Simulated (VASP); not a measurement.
LiH:

```
Li H
1.0
     2.50166    0.00000    0.00000
     0.00000    2.50166    0.00000
     0.00000    0.00000    2.50166
Li H
1 1
Direct
  0.00000 0.00000 0.00000
  0.50000 0.50000 0.50000
```

Base run:

| Property | Result |
| --- | --- |
| Program | VASP 6.6.1 |
| Functional | r2SCAN |
| Potentials or basis | VASP PAW PBE potentials, release 64 (Li_sv, H) |
| Cutoff | 520 eV |
| k mesh | 8 × 8 × 8 |
| Occupations | gaussian, width 0.01 eV |
| Spin | no spin polarisation |

Its results: band gap on the k mesh 1.30 eV (least direct gap 4.89 eV).

Task: The run is repeated on the same cell with these changes: functional from r2SCAN to PBEsol; occupations from gaussian, width 0.01 eV to methfessel-paxton, width 0.05 eV. What comes out?

Result: Band gap on the k mesh 0.47 eV (least direct gap 4.02 eV).

A k mesh can miss the band edges.
